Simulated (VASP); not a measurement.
# In (P6/mmm) in VASP: further runs, part 2 of 2

VASP 6.6.1. The steps go on from the part before.

**5. Single point, PBE**

INCAR

```
PREC = Accurate
ENCUT = 520
EDIFF = 1E-7
ISMEAR = -1
SIGMA = 0.1
LREAL = False
LASPH = True
NELM = 60
ALGO = Normal
ISIF = 2
LWAVE = False
LCHARG = True
GGA = PE
LELF = True
LVHAR = True
NBANDS = 26
```

KPOINTS

```
regular mesh
0
Gamma
  8 8 10
```

POSCAR

```
In
1.0
    5.2234020650      0.0000000000      0.0000000000
   -2.6117010325      4.5235988825      0.0000000000
    0.0000000000      0.0000000000      3.1927938294
In
3
Direct
    0.0000000000      0.0000000000      0.0000000000
    0.3333333333      0.6666666667      0.5000000000
    0.6666666667      0.3333333333      0.5000000000
```

On the command line:

```bash
$ cat potpaw_PBE.64/In_d/POTCAR > POTCAR
$ mpirun -np 1 vasp_std > vasp.out
```

Run time: 49 s. Hardware: 1 thread of Intel Xeon 6975P-C (Granite Rapids), shared host; peak memory 0.23 GiB.

Results (log left out):

```
Free energy : -7.5235 eV
Pressure    : 4.7 GPa
```

Levels at points of the mesh, in eV from the Fermi level:
```csv
k point,band 15,band 16,band 17,band 18,band 19,band 20,band 21,band 22,band 23,band 24
"(0.00, 0.00, 0.00)",-14.35,-9.86,-2.74,-2.51,-1.15,-1.15,-1.04,-1.04,4.98,8.54
"(0.50, 0.00, 0.00)",-14.32,-7.84,-7.82,-3.96,-3.41,3.72,3.83,4.85,4.94,6.56
"(0.00, 0.00, 0.50)",-14.25,-6.18,-5.27,1.13,1.19,1.20,1.20,1.36,1.39,2.49
"(0.50, 0.00, 0.50)",-14.29,-4.33,-4.08,-3.46,-2.95,-0.24,0.06,0.10,1.78,6.32
```

Caveat: spin-orbit coupling is left out, which moves the levels of the heavy elements.

**6. Single point, PBE**

This run uses another cell than the first one, of 25.15 Å³/atom, 1.286 times its volume.

INCAR

```
PREC = Accurate
ENCUT = 520
EDIFF = 1E-6
ISMEAR = -1
SIGMA = 0.1
LREAL = False
LASPH = True
NELM = 100
ALGO = Normal
ISIF = 2
LWAVE = False
LCHARG = False
GGA = PE
NBANDS = 26
```

KPOINTS is that of step 5.

POSCAR

```
In
1.0
    5.2234016869      0.0000000000      0.0000000000
   -2.6117008434      4.5235985550      0.0000000000
    0.0000000000      0.0000000000      3.1927942917
In
3
Direct
    0.0000000000      0.0000000000      0.0000000000
    0.3333333333      0.6666666667      0.5000000000
    0.6666666667      0.3333333333      0.5000000000
```

Potentials or basis: VASP PAW PBE potentials, release 64 (In_d).

On the command line:

```bash
$ cat potpaw_PBE.64/In_d/POTCAR > POTCAR
$ mpirun -np 1 vasp_std > vasp.out
```

OUTCAR:

```text
PREC = Accurate
   ENCUT = 520
   EDIFF = 1E-6
   ISMEAR = -1
   LREAL = False
   LASPH = True
   NELM = 100
   ISIF = 2
   GGA = PE

 ion  position               nearest neighbor table
   1  0.000  0.000  0.000-   2 3.41   3 3.41   2 3.41   3 3.41   2 3.41   2 3.41   3 3.41   3 3.41
                             3 3.41   3 3.41   2 3.41   2 3.41
   2  0.333  0.667  0.500-   3 3.02   3 3.02   3 3.02   1 3.41   1 3.41   1 3.41   1 3.41   1 3.41
                             1 3.41
   3  0.667  0.333  0.500-   2 3.02   2 3.02   2 3.02   1 3.41   1 3.41   1 3.41   1 3.41   1 3.41
                             1 3.41

  LATTYP: Found a hexagonal cell.
 ALAT       =     5.2234016869
 C/A-ratio  =     0.6112480876

  Lattice vectors:

 A1 = (   5.2234016869,   0.0000000000,   0.0000000000)
 A2 = (  -2.6117008434,   4.5235985550,   0.0000000000)
 A3 = (   0.0000000000,   0.0000000000,   3.1927942917)

Analysis of symmetry for initial positions (statically):
=====================================================================
 Subroutine PRICEL returns:
 Original cell was already a primitive cell.

 Routine SETGRP: Setting up the symmetry group for a
 hexagonal supercell.

 Subroutine GETGRP returns: Found 24 space group operations
 (whereof 24 operations were pure point group operations)
 out of a pool of 24 trial point group operations.

The static configuration has the point symmetry D_6h.

Analysis of symmetry for dynamics (positions and initial velocities):
=====================================================================
 Subroutine PRICEL returns:
 Original cell was already a primitive cell.

 Routine SETGRP: Setting up the symmetry group for a
 hexagonal supercell.

 Subroutine GETGRP returns: Found 24 space group operations
 (whereof 24 operations were pure point group operations)
 out of a pool of 24 trial point group operations.

The dynamic configuration has the point symmetry D_6h.

 Subroutine INISYM returns: Found 24 space group operations
 (whereof 24 operations are pure point group operations),
 and found     1 'primitive' translations

----------------------------------------------------------------------------------------

                                     Primitive cell

  volume of cell :      75.4412

  direct lattice vectors                    reciprocal lattice vectors
     5.223401687  0.000000000  0.000000000     0.191446123  0.110531470  0.000000000
    -2.611700843  4.523598555  0.000000000     0.000000000  0.221062941  0.000000000
     0.000000000  0.000000000  3.192794292     0.000000000  0.000000000  0.313205271

  length of vectors
     5.223401687  5.223401687  3.192794292     0.221062941  0.221062941  0.313205271

  position of ions in fractional coordinates (direct lattice)
     0.000000000  0.000000000  0.000000000
     0.333333333  0.666666667  0.500000000
     0.666666667  0.333333333  0.500000000

  ion indices of the primitive-cell ions
   primitive index   ion index
                 1           1
                 2           2
                 3           3

----------------------------------------------------------------------------------------

 KPOINTS: regular mesh

Automatic generation of k-mesh.
 Grid dimensions read from file:
 generate k-points for:    8    8   10

 Generating k-lattice:

  Cartesian coordinates                     Fractional coordinates (reciprocal lattice)
     0.023930765  0.013816434  0.000000000     0.125000000  0.000000000  0.000000000
     0.000000000  0.027632868  0.000000000     0.000000000  0.125000000  0.000000000
     0.000000000  0.000000000  0.031320527     0.000000000  0.000000000  0.100000000

  Length of vectors
     0.027632868  0.027632868  0.031320527

  Shift w.r.t. Gamma in fractional coordinates (k-lattice)
     0.000000000  0.000000000  0.000000000

 Subroutine IBZKPT returns following result:
 ===========================================

 Found     60 irreducible k-points:

 Following reciprocal coordinates:
            Coordinates               Weight
  0.000000  0.000000  0.000000      1.000000
  0.125000  0.000000  0.000000      6.000000
  0.250000  0.000000  0.000000      6.000000
  0.375000 -0.000000  0.000000      6.000000
  0.500000  0.000000  0.000000      3.000000
  0.125000  0.125000  0.000000      6.000000
[... 16 lines left out ...]
  0.250000  0.000000  0.200000     12.000000
  0.375000 -0.000000  0.200000     12.000000
 [... further k-points ...]
   k-points           NKPTS =     60   k-points in BZ     NKDIM =     60   number of bands    NBANDS=     26
   number of dos      NEDOS =    301   number of ions     NIONS =      3
   total plane-waves  NPLWV =  38400
   dimension x,y,z NGX =    40 NGY =   40 NGZ =   24
   dimension x,y,z NGXF=    80 NGYF=   80 NGZF=   48
   ions per type =               3
   NGX,Y,Z   is equivalent  to a cutoff of  12.73, 12.73, 12.50 a.u.
   NGXF,Y,Z  is equivalent  to a cutoff of  25.46, 25.46, 24.99 a.u.
 SYSTEM =  unknown system
   PREC   = accura    normal or accurate (medium, high low for compatibility)
   ISTART =      0    job   : 0-new  1-cont  2-samecut
   ICHARG =      2    charge: 1-file 2-atom 10-const
   ISPIN  =      1    spin polarized calculation?
   LNONCOLLINEAR =      F non collinear calculations
   LSORBIT =      F    spin-orbit coupling
   LASPH  =      T    aspherical Exc in radial PAW
   ENCUT  =  520.0 eV  38.22 Ry    6.18 a.u.   9.71  9.71  5.94*2*pi/ulx,y,z
   NELM   =    100;   NELMIN=  2; NELMDL= -5     # of ELM steps
   EDIFF  = 0.1E-05   stopping-criterion for ELM
   LREAL  =      F    real-space projection
   EDIFFG = 0.1E-04   stopping-criterion for IOM
   NSW    =      0    number of steps for IOM
   IBRION =     -1    ionic relax: 0-MD 1-quasi-New 2-CG
   NFREE  =      0    steps in history (QN), initial steepest desc. (CG)
   ISIF   =      2    stress and relaxation
   ISYM   =      2    0-nonsym 1-usesym 2-fastsym
   POTIM  = 0.5000    time-step for ionic-motion
   TEBEG  =    0.0;   TEEND  =   0.0 temperature during run
   PSTRESS=    0.0 pullay stress
   NELECT =      39.0000    total number of electrons
   NUPDOWN=      -1.0000    fix difference up-down
   EMIN   =  10.00;   EMAX   =-10.00  energy-range for DOS
   EFERMI =   0.00;   METHOD = LEGACY
   ISMEAR =    -1;   SIGMA  =   0.10  broadening in eV -4-tet -1-fermi 0-gaus
   EFERMI_NEDOS =   21; number of points for ismear=-14 and -15
   IALGO  =     38    algorithm
   IMIX   =      4    mixing-type and parameters
     AMIX     =   0.40;   BMIX     =  1.00
     AMIX_MAG =   1.60;   BMIX_MAG =  1.00
  volume/ion in A,a.u.               =      25.15       169.70
  Fermi-wavevector in a.u.,A,eV,Ry     =   1.313894  2.482899 23.487964  1.726317
  Thomas-Fermi vector in A             =   2.444185
   LORBIT       =      0    0 simple, 1 ext, 2 COOP (PROOUT), +10 PAW based schemes
   GGA     = PE    functional components
   LHFCALC =     F    Hartree Fock is set to
   AEXX    =    0.0000 exact exchange contribution
   IVDW    =     0    specifies the selected vdW correction
   LEPSILON=     F    determine dielectric tensor
   LRPA    =     F    only Hartree local field effects (RPA)
 non-spin polarized calculation
  energy-cutoff  :      520.00
  volume of cell :       75.44
 maximum number of plane-waves:      2048
 NGX is ok and might be reduce to    40

 number of electron      39.0000014 magnetization

 Free energy of the ion-electron system (eV)
  ---------------------------------------------------
  ext. energy  EPLUGINS =         0.00000000
  ---------------------------------------------------
  free energy    TOTEN  =        -7.52345732 eV

  energy without entropy =       -7.47617348  energy(sigma->0) =       -7.49981540

 E-fermi :   8.0072     XC(G=0): -10.4381

 val. band max:        7.9757589206   @ k =   0.2500   0.1250   0.4000
 cond. band min:       8.0680503480   @ k =   0.5000   0.0000   0.5000
 fundamental gap:      0.0922914274
 Fermi energy:         8.0072161467

 k-point     1 :       0.0000    0.0000    0.0000
  band No.  band energies     occupation
      1      -6.9955      2.00000
      2      -6.7438      2.00000
      3      -6.7225      2.00000
      4      -6.7225      2.00000
      5      -6.7132      2.00000
      6      -6.5753      2.00000
[... 685 lines left out ...]
     25      14.2600      0.00000
     26      14.5647      0.00000

 [... further k-points ...]

------------------------ aborting loop because EDIFF is reached ----------------------------------------

  FORCE on cell =-STRESS in cart. coord.  units (eV):
  Direction    XX          YY          ZZ          XY          YZ          ZX
  --------------------------------------------------------------------------------------
  -------------------------------------------------------------------------------------
  Total        2.1851546      2.1851546      2.1862307      0.0000000     -0.0000000      0.0000000
  in kB       46.4070903     46.4070903     46.4299440      0.0000000     -0.0000000      0.0000000
  external PRESSURE =      46.4147082 kB  Pullay stress =       0.0000000 kB

 VOLUME and BASIS-vectors are now :
 -----------------------------------------------------------------------------
  energy-cutoff  :      520.00
  volume of cell :       75.44
      direct lattice vectors                 reciprocal lattice vectors
     5.223401687  0.000000000  0.000000000     0.191446123  0.110531470  0.000000000
    -2.611700843  4.523598555  0.000000000     0.000000000  0.221062941  0.000000000
     0.000000000  0.000000000  3.192794292     0.000000000  0.000000000  0.313205271

 POSITION                                       TOTAL-FORCE (eV/Angst)
 -----------------------------------------------------------------------------------
      0.00000      0.00000      0.00000         0.000000      0.000000      0.000000
     -0.00000      3.01573      1.59640        -0.000000      0.000000      0.000000
      2.61170      1.50787      1.59640         0.000000     -0.000000     -0.000000
 -----------------------------------------------------------------------------------
    total drift:                               -0.000000      0.000000      0.000000

  FREE ENERGIE OF THE ION-ELECTRON SYSTEM (eV)
  ---------------------------------------------------
  free  energy   TOTEN  =        -7.5234573175 eV

  energy  without entropy=       -7.4761734790  energy(sigma->0) =       -7.49981540
```

OSZICAR:

```text
N       E                     dE             d eps       ncg     rms          rms(c)
DAV:   1     0.348604756067E+03    0.34860E+03   -0.18841E+04  3128   0.209E+03
DAV:   2     0.223635024311E+02   -0.32624E+03   -0.32195E+03  3122   0.443E+02
DAV:   3    -0.660799990671E+01   -0.28972E+02   -0.28731E+02  3722   0.159E+02
DAV:   4    -0.757190830531E+01   -0.96391E+00   -0.96317E+00  3812   0.322E+01
DAV:   5    -0.762051237700E+01   -0.48604E-01   -0.48602E-01  4946   0.545E+00    0.448E+00
DAV:   6    -0.754128830286E+01    0.79224E-01   -0.14741E-01  4090   0.585E+00    0.218E+00
DAV:   7    -0.752452143975E+01    0.16767E-01   -0.49158E-02  4246   0.304E+00    0.433E-01
DAV:   8    -0.752342261913E+01    0.10988E-02   -0.42916E-03  3682   0.851E-01    0.471E-02
DAV:   9    -0.752345504715E+01   -0.32428E-04   -0.29449E-04  4562   0.205E-01    0.402E-02
DAV:  10    -0.752345668301E+01   -0.16359E-05   -0.21655E-05  4584   0.554E-02    0.901E-03
DAV:  11    -0.752345731746E+01   -0.63445E-06   -0.96196E-07  1978   0.102E-02
   1 F= -.75234573E+01 E0= -.74998154E+01  d E =-.472838E-01
```

stdout:

```text
POSCAR found type information on POSCAR In
 POSCAR found :  1 types and       3 ions
 scaLAPACK will be used
 LDA part: xc-table for (Slater+PW92), standard interpolation
 POSCAR, INCAR and KPOINTS ok, starting setup
 FFT: planning ... GRIDC
 FFT: planning ... GRID_SOFT
 FFT: planning ... GRID
 WAVECAR not read
 entering main loop
```

It took 44 s on 1 thread of Intel Xeon 6975P-C (Granite Rapids), shared host; peak memory 0.23 GiB.

Results:

| Item | Value |
| --- | --- |
| Free energy | -7.5235 eV |
| Pressure | 4.6 GPa |

Levels at points of the mesh, in eV from the Fermi level:
```csv
k point,band 16,band 17,band 18,band 19,band 20,band 21,band 22,band 23
"(0.00, 0.00, 0.00)",-9.86,-2.74,-2.51,-1.15,-1.15,-1.04,-1.04,4.97
"(0.50, 0.00, 0.00)",-7.84,-7.82,-3.96,-3.41,3.72,3.83,4.85,4.94
"(0.00, 0.00, 0.50)",-6.18,-5.27,1.13,1.19,1.20,1.20,1.36,1.39
"(0.50, 0.00, 0.50)",-4.33,-4.08,-3.46,-2.95,-0.24,0.06,0.10,1.78
```

Caveat: spin-orbit coupling is left out, which moves the levels of the heavy elements.
